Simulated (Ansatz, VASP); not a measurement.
**TaTlO2: VASP beside Ansatz**

```
Ta Tl O
1.0
     3.67623    0.00000    0.00000
    -1.83812    3.18371    0.00000
     0.00000    0.00000    5.93985
Ta Tl O
1 1 2
Direct
  0.00000 0.00000 0.50000
  0.00000 0.00000 0.00000
  0.33333 0.66667 0.50000
  0.66667 0.33333 0.50000
```

Alike in both runs: functional PBE; k mesh 6 × 6 × 2; occupations gaussian, width 0.1 eV; no spin polarisation.

Ansatz relaxed the structure, and its values are those at the end. VASP's run is a single point on that final structure, the one shown.

|  | VASP | Ansatz |
| --- | --- | --- |
| version | VASP 6.6.1 | Ansatz 0.2.0 |
| potentials or method | VASP PAW PBE potentials, release 64 (Ta_pv, Tl_d, O), cutoff 520 eV | scalar-relativistic, plane waves, PAW |
| valence electrons in the cell | 36 | 38 |

|  | VASP | Ansatz | Ansatz less VASP |
| --- | --- | --- | --- |
| gap on the k mesh at the Fermi level (eV) | none | none | - |
| pressure (GPa) | 0.1 | -0.1 | -0.24 |

A gap of «none» marks a metal or a gap that the smearing closes. VASP's potentials hold 36 valence electrons a cell and Ansatz's 38, so a difference there can come from the potentials and not from the codes.

The k mesh is coarse, so the values compare programs but aren't converged. Neither program's run includes spin-orbit coupling.
